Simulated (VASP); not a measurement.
Zn:

```xyz
2
Lattice="2.6700 0.0000 0.0000 -1.3350 2.3123 0.0000 0.0000 0.0000 4.9660" Properties=species:S:1:pos:R:3 pbc="T T T"
Zn    0.0000    1.5415    1.2415
Zn    1.3350    0.7708    3.7245
```

```yaml
Program: VASP 6.6.1
Task: relaxation of cell and atoms
Functional: PBEsol
Potentials_or_basis: VASP PAW PBE potentials, release 64 (Zn)
Cutoff: 600 eV
k_mesh: 11 × 11 × 5
Occupations: fermi-dirac, width 0.02 eV
Spin: no spin polarisation
```

At the start: pressure -5.4 GPa; volume 15.33 Å³/atom.

Problem. How do energy, volume and symmetry change on relaxing?

Solution. Over 13 steps the energy falls by 36.1 meV/atom and the volume is 14.06 Å³/atom (-8.3 %); space group P6_3/mmc (No. 194, to 0.1 Å) before and after.

Step by step:
```
step  energy change (eV)  largest force (eV/Å)  pressure (GPa)  volume (Å³)
   1              0.0000                0.0000           -5.40        30.66
   2             -0.0425                0.0000            0.22        28.42
   3             -0.0425                0.0000            0.28        28.42
   4             -0.0468                0.0000           -0.09        28.41
   5             -0.0654                0.0000           -0.73        28.36
   6             -0.0700                0.0000           -0.13        28.19
   7             -0.0696                0.0000           -0.76        28.28
   8             -0.0710                0.0000           -0.63        28.26
   9             -0.0721                0.0000           -0.36        28.22
  10             -0.0721                0.0000           -0.58        28.23
  11             -0.0695                0.0000            1.71        27.69
  12             -0.0722                0.0000            0.06        28.10
  13             -0.0722                0.0000           -0.05        28.12
```

Final structure:
```
Zn
1.0
     2.69790    0.00000    0.00000
    -1.34895    2.33645    0.00000
     0.00000    0.00000    4.46169
Zn
2
Direct
  0.33333 0.66667 0.25000
  0.66667 0.33333 0.75000
```

Caveat: the PAW data sets were made with another functional, which shifts forces and pressure a little.
